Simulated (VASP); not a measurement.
Here is a VASP 6.6.1 calculation.

Contents of INCAR:

```
ALGO = Normal
EDIFF = 1E-6
ENCUT = 520
GGA = PE
GGA_COMPAT = False
ISIF = 2
ISMEAR = -1
LASPH = True
LCHARG = False
LORBIT = 11
LORBMOM = True
LREAL = False
LSORBIT = True
LWAVE = False
MAGMOM = 0 0 0 0 0 0
NBANDS = 31
NELM = 150
PREC = Accurate
SIGMA = 0.05
```

The input KPOINTS:

```
k-points
0
Gamma
  12 12 12
```

Contents of POSCAR:

```
CdF
1.0
    0.0000000000      2.5312012400      2.5312012400
    2.5312012400      0.0000000000      2.5312012400
    2.5312012400      2.5312012400      0.0000000000
Cd F
1 1
Direct
    0.0000000000      0.0000000000      0.0000000000
    0.5000000000      0.5000000000      0.5000000000
```

Potentials or basis: VASP PAW PBE potentials, release 64 (Cd, F).

The run is started by

```bash
$ cat potpaw_PBE.64/Cd/POTCAR potpaw_PBE.64/F/POTCAR > POTCAR
$ mpirun -np 1 vasp_ncl > vasp.out
```

(1) Predict the pressure.

(2) What does it give for the net moment?

Results:

(1) 4.7 GPa.

(2) 0.00 μB per cell.

Caveat: the cell stands under pressure.
